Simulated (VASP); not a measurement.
# Zn8NO6 (a cell with a defect) in VASP: single point with LDA

Aim: the single point of Zn8NO6 (a cell with a defect) with LDA.

Everything below comes from runs of VASP 6.6.1. Logs are shortened: lines on timing, memory, paths and dates and some standing lists are left out, and cuts for length are marked.

## (1) The cell of the first run

The cell holds a defect, 15 atoms: a = 6.499 Å, b = 5.628 Å, c = 5.204 Å, α = 90.00°, β = 90.00°, γ = 90.00°.

## (2) Single point, LDA

File INCAR:

```
SYSTEM = Zn8NO6
PREC = Accurate ; ENCUT = 520
EDIFF = 1E-6 ; ISMEAR = 0
SIGMA = 0.02 ; LREAL = Auto
LASPH = .True. ; NELM = 100
ALGO = Normal ; ISIF = 2
LWAVE = .False. ; LCHARG = .False.
GGA = CA ; NBANDS = 82
NELECT = 136.0
```

File KPOINTS:

```
Automatic mesh
0
Gamma
  2 2 2
  0 0 0
```

File POSCAR:

```
Zn8NO6
1.0
   -3.2494000000     -5.6281260000      0.0000000000
    4.8741000000     -2.8140630000      0.0000000000
    0.0000000000      0.0000000000      5.2038000000
Zn O N
8 6 1
Direct
    0.4941620030      0.3319897903      0.0089116246
    0.4564542146      0.6332099565      0.5308789767
    0.2369555900      0.8351563199      0.0001422037
    0.2540163128      0.1505084840      0.5130729229
    0.0036901495      0.3384066754     -0.0005227909
    0.0443772343      0.6348649453      0.5245602131
    0.7551003265      0.8328043716     -0.0891936655
    0.7587774980      0.2449083459      0.5308046282
    0.5015960214      0.3285944214      0.3855628950
    0.4965024287      0.6686223128      0.8899900336
    0.2585172849      0.8311362037      0.3753800160
    0.2515962115      0.1657493525      0.8855812726
    0.0111594465      0.3210154094      0.3761561578
    0.7441213721      0.1712585271      0.8875624752
   -0.0025731940      0.6635472841      0.8790672372
```

Potentials or basis: VASP PAW LDA potentials, release 64 (Zn, O, N).

Run with:

```bash
$ cat potpaw_LDA.64/Zn/POTCAR potpaw_LDA.64/O/POTCAR potpaw_LDA.64/N/POTCAR > POTCAR
$ mpirun -np 1 vasp_std > vasp.out
```

OUTCAR:

```text
SYSTEM = Zn8NO6
   PREC = Accurate
   ENCUT = 520
   EDIFF = 1E-6
   ISMEAR = 0
   LREAL = Auto
   LASPH = .True.
   NELM = 100
   ISIF = 2
   GGA = CA
   NELECT = 136.0

 ion  position               nearest neighbor table
   1  0.494  0.332  0.009-  12 1.94   9 1.96  14 1.96  10 1.99   2 3.02
   2  0.456  0.633  0.531-  11 1.88   9 1.90  10 1.90   6 2.68   8 2.94   7 2.99   4 3.02   1 3.02
                             3 3.05
   3  0.237  0.835  0.000-  15 1.94  12 1.96  11 1.96  10 2.01   6 2.99   2 3.05
   4  0.254  0.151  0.513-  11 1.94  12 1.94  13 1.98   9 2.01   2 3.02
   5  0.004  0.338  0.999-  15 1.93  13 1.96  12 1.97  14 2.02   8 2.96   6 2.99
   6  0.044  0.635  0.525-  15 1.88  11 1.94  13 1.94   2 2.68   8 2.87   7 2.97   5 2.99   3 2.99

   7  0.755  0.833  0.911-  15 1.85  14 1.91  10 1.92   6 2.97   2 2.99
   8  0.759  0.245  0.531-  13 1.88   9 1.89  14 1.90   6 2.87   2 2.94   5 2.96
   9  0.502  0.329  0.386-   8 1.89   2 1.90   1 1.96   4 2.01
  10  0.497  0.669  0.890-   2 1.90   7 1.92   1 1.99   3 2.01
  11  0.259  0.831  0.375-   2 1.88   4 1.94   6 1.94   3 1.96
  12  0.252  0.166  0.886-   4 1.94   1 1.94   3 1.96   5 1.97
  13  0.011  0.321  0.376-   8 1.88   6 1.94   5 1.96   4 1.98
  14  0.744  0.171  0.888-   8 1.90   7 1.91   1 1.96   5 2.02
  15  0.997  0.664  0.879-   7 1.85   6 1.88   5 1.93   3 1.94

  LATTYP: Found a simple orthorhombic cell.
 ALAT       =     5.2038000000
 B/A-ratio  =     1.0815415505
 C/A-ratio  =     1.2488566224

  Lattice vectors:

 A1 = (   0.0000000000,   0.0000000000,  -5.2038000000)
 A2 = (   4.8741000000,  -2.8140630000,   0.0000000000)
 A3 = (  -3.2494000000,  -5.6281260000,   0.0000000000)

Analysis of symmetry for initial positions (statically):
=====================================================================
 Subroutine PRICEL returns:
 Original cell was already a primitive cell.

 Routine SETGRP: Setting up the symmetry group for a
 simple orthorhombic supercell.

 Subroutine GETGRP returns: Found  1 space group operations
 (whereof  1 operations were pure point group operations)
 out of a pool of  8 trial point group operations.

The static configuration has the point symmetry C_1 .

Analysis of symmetry for dynamics (positions and initial velocities):
=====================================================================
 Subroutine PRICEL returns:
 Original cell was already a primitive cell.

 Routine SETGRP: Setting up the symmetry group for a
 simple orthorhombic supercell.

 Subroutine GETGRP returns: Found  1 space group operations
 (whereof  1 operations were pure point group operations)
 out of a pool of  8 trial point group operations.

The dynamic configuration has the point symmetry C_1 .

 Subroutine INISYM returns: Found  1 space group operations
 (whereof  1 operations are pure point group operations),
 and found     1 'primitive' translations

----------------------------------------------------------------------------------------

                                     Primitive cell

  volume of cell :     190.3345

  direct lattice vectors                    reciprocal lattice vectors
    -3.249400000 -5.628126000  0.000000000    -0.076937281 -0.133259277  0.000000000
     4.874100000 -2.814063000  0.000000000     0.153874561 -0.088839518  0.000000000
     0.000000000  0.000000000  5.203800000     0.000000000  0.000000000  0.192167262

  length of vectors
     6.498800092  5.628125921  5.203800000     0.153874559  0.177679038  0.192167262

  position of ions in fractional coordinates (direct lattice)
     0.494162003  0.331989790  0.008911625
     0.456454215  0.633209956  0.530878977
     0.236955590  0.835156320  0.000142204
     0.254016313  0.150508484  0.513072923
     0.003690150  0.338406675  0.999477209
     0.044377234  0.634864945  0.524560213
     0.755100326  0.832804372  0.910806335
     0.758777498  0.244908346  0.530804628
     0.501596021  0.328594421  0.385562895
     0.496502429  0.668622313  0.889990034
     0.258517285  0.831136204  0.375380016
[... 30 lines left out ...]

 Generating k-lattice:

  Cartesian coordinates                     Fractional coordinates (reciprocal lattice)
    -0.038468640 -0.066629638  0.000000000     0.500000000  0.000000000  0.000000000
     0.076937281 -0.044419759  0.000000000     0.000000000  0.500000000  0.000000000
     0.000000000  0.000000000  0.096083631     0.000000000  0.000000000  0.500000000

  Length of vectors
     0.076937280  0.088839519  0.096083631

  Shift w.r.t. Gamma in fractional coordinates (k-lattice)
     0.000000000  0.000000000  0.000000000

 Subroutine IBZKPT returns following result:
 ===========================================

 Found      8 irreducible k-points:

 Following reciprocal coordinates:
            Coordinates               Weight
  0.000000  0.000000  0.000000      1.000000
  0.500000 -0.000000  0.000000      1.000000
 -0.000000  0.500000  0.000000      1.000000
  0.500000  0.500000  0.000000      1.000000
  0.000000  0.000000  0.500000      1.000000
  0.500000 -0.000000  0.500000      1.000000
 -0.000000  0.500000  0.500000      1.000000
  0.500000  0.500000  0.500000      1.000000
   k-points           NKPTS =      8   k-points in BZ     NKDIM =      8   number of bands    NBANDS=     82
   number of dos      NEDOS =    301   number of ions     NIONS =     15
   total plane-waves  NPLWV =  80640
   dimension x,y,z NGX =    48 NGY =   42 NGZ =   40
   dimension x,y,z NGXF=    96 NGYF=   84 NGZF=   80
   ions per type =               8   6   1
   NGX,Y,Z   is equivalent  to a cutoff of  12.28, 12.41, 12.78 a.u.
   NGXF,Y,Z  is equivalent  to a cutoff of  24.56, 24.81, 25.56 a.u.
 SYSTEM =  Zn8NO6
   PREC   = accura    normal or accurate (medium, high low for compatibility)
   ISTART =      0    job   : 0-new  1-cont  2-samecut
   ICHARG =      2    charge: 1-file 2-atom 10-const
   ISPIN  =      1    spin polarized calculation?
   LNONCOLLINEAR =      F non collinear calculations
   LSORBIT =      F    spin-orbit coupling
   LASPH  =      T    aspherical Exc in radial PAW
   ENCUT  =  520.0 eV  38.22 Ry    6.18 a.u.  12.08 10.46  9.68*2*pi/ulx,y,z
   NELM   =    100;   NELMIN=  2; NELMDL= -5     # of ELM steps
   EDIFF  = 0.1E-05   stopping-criterion for ELM
   LREAL  =      T    real-space projection
   EDIFFG = 0.1E-04   stopping-criterion for IOM
   NSW    =      0    number of steps for IOM
   IBRION =     -1    ionic relax: 0-MD 1-quasi-New 2-CG
   NFREE  =      0    steps in history (QN), initial steepest desc. (CG)
   ISIF   =      2    stress and relaxation
   ISYM   =      2    0-nonsym 1-usesym 2-fastsym
   POTIM  = 0.5000    time-step for ionic-motion
   TEBEG  =    0.0;   TEEND  =   0.0 temperature during run
   PSTRESS=    0.0 pullay stress
   NELECT =     136.0000    total number of electrons
   NUPDOWN=      -1.0000    fix difference up-down
   EMIN   =  10.00;   EMAX   =-10.00  energy-range for DOS
   EFERMI =   0.00;   METHOD = LEGACY
   ISMEAR =     0;   SIGMA  =   0.02  broadening in eV -4-tet -1-fermi 0-gaus
   EFERMI_NEDOS =   21; number of points for ismear=-14 and -15
   IALGO  =     38    algorithm
   IMIX   =      4    mixing-type and parameters
     AMIX     =   0.40;   BMIX     =  1.00
     AMIX_MAG =   1.60;   BMIX_MAG =  1.00
  volume/ion in A,a.u.               =      12.69        85.63
  Fermi-wavevector in a.u.,A,eV,Ry     =   1.463576  2.765758 29.144423  2.142055
  Thomas-Fermi vector in A             =   2.579654
   LORBIT       =      0    0 simple, 1 ext, 2 COOP (PROOUT), +10 PAW based schemes
   GGA     = CA    functional components
   LHFCALC =     F    Hartree Fock is set to
   AEXX    =    0.0000 exact exchange contribution
   IVDW    =     0    specifies the selected vdW correction
   LEPSILON=     F    determine dielectric tensor
   LRPA    =     F    only Hartree local field effects (RPA)
 non-spin polarized calculation
 Gauss-broadening in eV      SIGMA  =   0.02
  energy-cutoff  :      520.00
  volume of cell :      190.33
 maximum number of plane-waves:      5148
   NGX = 25   NGY = 21   NGZ = 19

 number of electron     135.9999964 magnetization

 Free energy of the ion-electron system (eV)
  ---------------------------------------------------
  ext. energy  EPLUGINS =         0.00000000
  ---------------------------------------------------
  free energy    TOTEN  =       -76.55458715 eV

  energy without entropy =      -76.55304797  energy(sigma->0) =      -76.55381756

 E-fermi :   1.1810     XC(G=0): -11.0456

 val. band max:        1.1654546453   @ k =   0.0000   0.0000   0.0000
 cond. band min:       1.1965885980   @ k =   0.0000   0.0000   0.0000
 fundamental gap:      0.0311339527
 Fermi energy:         1.1810216216

 k-point     1 :       0.0000    0.0000    0.0000
  band No.  band energies     occupation
      1     -17.3576      2.00000
      2     -16.8513      2.00000
      3     -16.7845      2.00000
      4     -16.6895      2.00000
      5     -16.4960      2.00000
      6     -16.2182      2.00000
[... 653 lines left out ...]
     79       9.2190      0.00000
     80       9.3757      0.00000
 [bands above 80 left out]

------------------------ aborting loop because EDIFF is reached ----------------------------------------

  FORCE on cell =-STRESS in cart. coord.  units (eV):
  Direction    XX          YY          ZZ          XY          YZ          ZX
  --------------------------------------------------------------------------------------
  -------------------------------------------------------------------------------------
  Total       -5.9102108     -7.0993654     -5.3883149      1.0044614     -0.0137155      0.2451879
  in kB      -49.7503312    -59.7602674    -45.3571726      8.4552463     -0.1154528      2.0639161
  external PRESSURE =     -51.6225904 kB  Pullay stress =       0.0000000 kB

 VOLUME and BASIS-vectors are now :
 -----------------------------------------------------------------------------
  energy-cutoff  :      520.00
  volume of cell :      190.33
      direct lattice vectors                 reciprocal lattice vectors
    -3.249400000 -5.628126000  0.000000000    -0.076937281 -0.133259277  0.000000000
     4.874100000 -2.814063000  0.000000000     0.153874561 -0.088839518  0.000000000
     0.000000000  0.000000000  5.203800000     0.000000000  0.000000000  0.192167262

 POSITION                                       TOTAL-FORCE (eV/Angst)
 -----------------------------------------------------------------------------------
      0.01242     -3.71545      0.04637         0.004324     -0.009350      0.001792
      1.60313     -4.35087      2.76259        -0.003322     -0.032955     -0.016576
      3.30067     -3.68380      0.00074        -0.008832      0.008886     -0.010961
     -0.09181     -1.85318      2.66993         0.010075     -0.004695     -0.010784
      1.63744     -0.97307      5.20108         0.004103      0.013027     -0.007016
      2.95020     -2.03631      2.72971         0.031887      0.017331     -0.024430
      1.60555     -6.59336      4.73965         0.017062      0.015159      0.028733
     -1.27186     -4.95968      2.76220        -0.026823      0.020179     -0.003757
     -0.02828     -3.74773      2.00639        -0.024135      0.033806     -0.031303
      1.64560     -4.67592      4.63133         0.005646      0.010453      0.048256
      3.21101     -3.79384      1.95340         0.036673     -0.018762     -0.034399
     -0.00966     -1.88244      4.60839         0.004594     -0.004858      0.008326
      1.52840     -0.96616      1.95744        -0.036849     -0.020380     -0.020323
     -1.58322     -4.66994      4.61870         0.014882     -0.009506      0.038329
     -0.00684     -7.48091      4.57449        -0.029285     -0.018331      0.034112
 -----------------------------------------------------------------------------------
    total drift:                                0.006965      0.011170      0.014027

  FREE ENERGIE OF THE ION-ELECTRON SYSTEM (eV)
  ---------------------------------------------------
  free  energy   TOTEN  =       -76.5545871485 eV

  energy  without entropy=      -76.5530479742  energy(sigma->0) =      -76.55381756
```

Run time: 3.3 min. Hardware: 1 thread of Intel Xeon Platinum 8488C (Sapphire Rapids), shared host; peak memory 0.25 GiB.

What came out:

```
Free energy   : -76.5546 eV
Largest force : 0.054 eV/Å
```

Forces on the atoms (eV/Å):
```
Zn   0.004 -0.009  0.002
Zn  -0.003 -0.033 -0.017
Zn  -0.009  0.009 -0.011
Zn   0.010 -0.005 -0.011
Zn   0.004  0.013 -0.007
Zn   0.032  0.017 -0.024
Zn   0.017  0.015  0.029
Zn  -0.027  0.020 -0.004
O   -0.024  0.034 -0.031
O    0.006  0.010  0.048
O    0.037 -0.019 -0.034
O    0.005 -0.005  0.008
O   -0.037 -0.020 -0.020
O    0.015 -0.010  0.038
N   -0.029 -0.018  0.034
```

Caveat: the k points lie up to 0.60 Å⁻¹ apart; the cell carries a net charge on a neutralising background, which shifts energy and pressure; the cell is charged against a uniform background, so pressure and absolute levels hang on convention.
